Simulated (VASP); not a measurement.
Crystal: Fe.

```
CELL_PARAMETERS angstrom
0.00000 1.82778 1.82778
1.82778 0.00000 1.82778
1.82778 1.82778 0.00000
ATOMIC_POSITIONS crystal
Fe 0.00000 0.00000 0.00000
```

| Quantity | Value |
| --- | --- |
| Program | VASP 6.6.1 |
| Task | relaxation of cell and atoms |
| Functional | PBE |
| Potentials or basis | VASP PAW PBE potentials, release 64 (Fe) |
| Cutoff | 600 eV |
| k mesh | 26 × 26 × 26 |
| Occupations | gaussian, width 0.1 eV |
| Spin | collinear spin, ferromagnetic start |
| Starting moments | [3.01] μB |

At the start: pressure -3.0 GPa; volume 12.21 Å³/atom.

Problem. How do energy, volume and symmetry change on relaxing?

Solution. Over 3 steps the energy falls by 2.1 meV/atom and the volume is 11.99 Å³/atom (-1.8 %); space group Fm-3m (No. 225, to 0.05 Å); moment 2.57 μB per cell.

The path:
| step | energy change (eV) | largest force (eV/Å) | pressure (GPa) | volume (Å³) |
| --- | --- | --- | --- | --- |
| 1 | 0.0000 | 0.0000 | -2.96 | 12.21 |
| 2 | -0.0007 | 0.0000 | 2.68 | 11.82 |
| 3 | -0.0021 | 0.0000 | 0.02 | 11.99 |

Final structure:
```xyz
1
Lattice="0.0000 1.8166 1.8166 1.8166 0.0000 1.8166 1.8166 1.8166 0.0000" Properties=species:S:1:pos:R:3 pbc="T T T"
Fe    0.0000    0.0000    0.0000
```
